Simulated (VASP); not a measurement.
Write the native input for VASP 6.6.1 that does the following.

- Task: single point
- Functional: PBE
- Potentials or basis: VASP PAW PBE potentials, release 64 (Rb_sv, Br)
- Cutoff: 500 eV
- k mesh: 14 × 14 × 14
- Occupations: methfessel-paxton, width 0.05 eV
- Spin: no spin polarisation
- Dipole correction: no
- Further INCAR settings: ALGO = Normal; EDIFF = 1e-06; NBANDS = 23

The structure of RbBr3 lies in POSCAR:

```
RbBr3
1.0
   -2.2585671000      2.2585671000      6.4370042300
    2.2585671000     -2.2585671000      6.4370042300
    2.2585671000      2.2585671000     -6.4370042300
Rb Br
1 3
Direct
    0.0000000000      0.0000000000      0.0000000000
    0.7500000000      0.2500000000      0.5000000000
    0.2500000000      0.7500000000      0.5000000000
    0.5000000000      0.5000000000      0.0000000000
```

One way to write it, as run:

INCAR

```
SYSTEM = RbBr3
ALGO = Normal
EDIFF = 1E-6
ENCUT = 500
GGA = PE
GGA_COMPAT = .False.
ISIF = 2
ISMEAR = 1
LASPH = .True.
LCHARG = .False.
LREAL = .False.
LWAVE = .False.
NBANDS = 23
NELM = 120
PREC = Accurate
SIGMA = 0.05
```

KPOINTS

```
k-points
0
Gamma
  14 14 14
  0 0 0
```

Potentials or basis: VASP PAW PBE potentials, release 64 (Rb_sv, Br).

Command:

```sh
$ cat potpaw_PBE.64/Rb_sv/POTCAR potpaw_PBE.64/Br/POTCAR > POTCAR
$ mpirun -np 1 vasp_std > vasp.out
```

Results of the run:

The pressure is 0.7 GPa and the band gap on the k mesh is zero (bands 15 and 16 overlap by 1.01 eV).

Run time: 40 min on 1 thread of Oxide Virtual Turin-like Processor, on a shared host, peak memory 0.77 GiB.
